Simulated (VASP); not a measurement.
Runs of VASP 6.6.1 on Pd. The structure is that of space group Fm-3m (No. 225), or close to it. The cells are those of the table. 

```csv
level,spin,U,fixed moment (μB),cell,k mesh,cutoff (eV),smearing,grid for exact exchange (PRECFOCK),share of exact exchange,screening parameter,gap on the mesh (eV),pressure (GPa),moment (μB)
RPBE+D3(BJ),off,-,-,"a = 2.634 Å, angles 60.0°, 1 atom",12 × 12 × 12,520,fermi-dirac 0.05 eV,-,-,-,none,-0.5,-
PBEsol+D4,off,-,-,"a = 2.726 Å, angles 60.0°, 1 atom",12 × 12 × 12,520,fermi-dirac 0.05 eV,-,-,-,none,(a),-
HF,off,-,-,"a = 2.734 Å, angles 60.0°, 1 atom",6 × 6 × 6,520,fermi-dirac 0.05 eV,Normal,1,-,none,17.0,-
HSE06,off,-,-,"a = 2.807 Å, angles 60.0°, 1 atom",8 × 8 × 8,520,fermi-dirac 0.05 eV,Normal,0.25,0.2079 1/Å,none,(b),-
"pbesol exchange, pbe correlation",collinear,-,1.0,"a = 2.697, b = 2.753, c = 2.780 Å, angles 61.1, 61.1, 59.3°, 1 atom",12 × 12 × 12,500,fermi-dirac 0.1 eV,-,-,-,-,(c),1.00
"pbe exchange, pbesol correlation",collinear,-,-,"a = 2.716 Å, angles 60.0°, 1 atom",12 × 12 × 12,500,gaussian 0.05 eV,-,-,-,none,18.2,0.20
PBE0,off,-,-,"a = 2.734 Å, angles 60.0°, 1 atom",8 × 8 × 8,520,fermi-dirac 0.05 eV,Normal,0.25,-,none,7.0,-
PBE+D3(BJ)+U,"non-collinear, zero start, SOC",Pd d U = 5.3 eV,-,"a = 2.824 Å, angles 60.0°, 1 atom",9 × 9 × 9,500,fermi-dirac 0.05 eV,-,-,-,-,-19.5,0.00
```

Alike in all rows: task single point; potentials or basis VASP PAW PBE potentials, release 64 (Pd).

Problem. Estimate the missing entries.

Solution. (a) -0.4; (b) -6.4; (c) -0.1.

Caveats: some runs use coarse meshes; the PAW data sets were made with another functional, which shifts forces and pressure a little (at least some runs); the cell stands under tension (at least some runs); the cell stands under pressure (at least some runs); the total moment is fixed, so each spin has its own Fermi level (at least some runs); the U is typed as a test and isn't derived for this compound (at least some runs).

A k mesh can miss the band edges, and rows without SOC leave out spin-orbit coupling on Pd.

A gap of «none» marks levels without a gap at the run's occupations.
